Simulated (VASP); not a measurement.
Here is a VASP 6.6.1 calculation.

INCAR

```
SYSTEM = RbCl
PREC     = Accurate       ! precision mode
ENCUT    = 500            ! plane-wave cutoff, eV
EDIFF    = 1E-6           ! SCF threshold, eV
ISMEAR   = 0              ! smearing method
SIGMA    = 0.01           ! smearing width, eV
LREAL    = .False.        ! projectors in reciprocal space
LASPH    = .True.         ! aspherical terms in the spheres
NELM     = 120            ! most SCF steps
ALGO     = Normal         ! electronic algorithm
ISIF     = 2              ! what is computed and relaxed
LWAVE    = .False.        ! write WAVECAR
LCHARG   = .False.        ! write CHGCAR
NBANDS   = 15             ! bands
GGA_COMPAT= .False.
```

KPOINTS

```
Automatic mesh
0
Gamma
  4 4 4
  0 0 0
```

File POSCAR:

```
RbCl
1.0
    0.0000000000      3.3058128251      3.3058128251
    3.3058128251      0.0000000000      3.3058128251
    3.3058128251      3.3058128251      0.0000000000
Rb Cl
1 1
Direct
    0.0000000000      0.0000000000      0.0000000000
    0.5000000000      0.5000000000      0.5000000000
```

Potentials or basis: VASP PAW LDA potentials, release 64 (Rb_sv, Cl).

Launch:

```sh
$ cat potpaw_LDA.64/Rb_sv/POTCAR potpaw_LDA.64/Cl/POTCAR > POTCAR
$ mpirun -np 1 vasp_std > vasp.out
```

Task: Estimate the pressure.

Result: -1.8 GPa.

Task: What does it give for the band gap on the k mesh?

Result: 4.52 eV.
